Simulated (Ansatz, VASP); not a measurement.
**Two plane-wave programs on AlN**

The input INCAR:

```
SYSTEM = AlN
PREC = Accurate
ENCUT = 520
EDIFF = 1E-7
ISMEAR = 0
SIGMA = 0.05
LREAL = .False.
LASPH = .True.
NELM = 100
ALGO = Normal
ISIF = 2
LWAVE = .False.
LCHARG = .False.
GGA = PE
NBANDS = 11
```

Contents of KPOINTS:

```
Automatic mesh
0
Gamma
  10 10 10
  0 0 0
```

The input POSCAR:

```
AlN
1.0
   -0.1685652057      2.0572077564      2.0572077564
    2.0572077564     -0.1685652057      2.0572077564
    2.0572077564      2.0572077564     -0.1685652057
Al N
1 1
Direct
    0.5000000000      0.5000000000      0.5000000000
    0.0000000000      0.0000000000      0.0000000000
```

Input for Ansatz:

```yaml
crystal:
  lattice:
    - [-0.1685652057, 2.0572077564, 2.0572077564]
    - [2.0572077564, -0.1685652057, 2.0572077564]
    - [2.0572077564, 2.0572077564, -0.1685652057]
  atoms:
    - { symbol: Al, position: [0.5, 0.5, 0.5] }
    - { symbol: "N", position: [0.0, 0.0, 0.0] }
basis:
  ecutwfc: 520.0
kpoints:
  mp_grid: { grid: [10, 10, 10] }
hamiltonian:
  xc: pbe
  pseudopotentials: { kind: paw, azcp: { folder: soft_1 } }
scf:
  occupations: { method: gaussian, width: 0.05 }
output:
  forces: true
  stress: true
  eigenvalues: true
```

Alike in both runs: task single point; functional PBE; k mesh 10 × 10 × 10; occupations gaussian, width 0.05 eV; no spin polarisation.

|  | VASP | Ansatz |
| --- | --- | --- |
| version | VASP 6.6.1 | Ansatz 0.2.0 |
| potentials or method | VASP PAW PBE potentials, release 64 (Al, N), cutoff 520 eV | scalar-relativistic, plane waves, PAW |
| valence electrons in the cell | 8 | 8 |

|  | VASP | Ansatz | Ansatz less VASP |
| --- | --- | --- | --- |
| gap on the k mesh at the Fermi level (eV) | 1.78 | 1.79 | +0.012 |
| least direct gap on the mesh (eV) | 2.26 | 2.26 | -0.002 |
| pressure (GPa) | -26.7 | -26.5 | +0.12 |
| traceless stress, the component that is largest in VASP (GPa) | 16.96 | 16.95 | -0.013 |

The functional is the same, so the differences come from potentials, cutoffs and numerics.
